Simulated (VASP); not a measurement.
Write the native input for VASP 6.6.1 that does the following.

- Task: single point
- Functional: LDA
- Potentials or basis: VASP PAW LDA potentials, release 64 (Rh_pv)
- Cutoff: 520 eV
- k mesh: 9 × 6 × 27
- Occupations: gaussian, width 0.1 eV
- Spin: no spin polarisation
- Dipole correction: no
- Further INCAR settings: ALGO = Fast; EDIFF = 1e-07; NBANDS = 22

The structure of Rh lies in POSCAR:

```
Rh
1.0
    3.9749643235      0.0000000000      0.0000000000
    0.0000000000      5.6214484563      0.0000000000
   -1.9874821618      1.4053621141      1.2389782519
Rh
2
Direct
    0.0000000000      0.5000000000      0.0000000000
    0.0000000000      0.0000000000      0.0000000000
```

The input as run:

INCAR

```
PREC = Accurate
ENCUT = 520
EDIFF = 1E-7
ISMEAR = 0
SIGMA = 0.1
LREAL = False
LASPH = True
NELM = 80
ALGO = Fast
ISIF = 2
LWAVE = False
LCHARG = False
NBANDS = 22
```

KPOINTS

```
Automatic mesh
0
Gamma
  9 6 27
```

Potentials or basis: VASP PAW LDA potentials, release 64 (Rh_pv).

Launch:

```console
$ cat potpaw_LDA.64/Rh_pv/POTCAR > POTCAR
$ mpirun -np 1 vasp_std > vasp.out
```

Results of the run:

```yaml
Pressure: -6.3 GPa
Band_gap_on_the_k_mesh: zero (bands 15 and 16 overlap by 2.47 eV)
```

Caveat: the cell stands under tension.

Wall time 6.6 min on 1 thread of Intel(R) Xeon(R) Platinum 8259CL CPU @ 2.50GHz (Skylake/Cascade Lake) (shared host), peak memory 0.3 GiB.
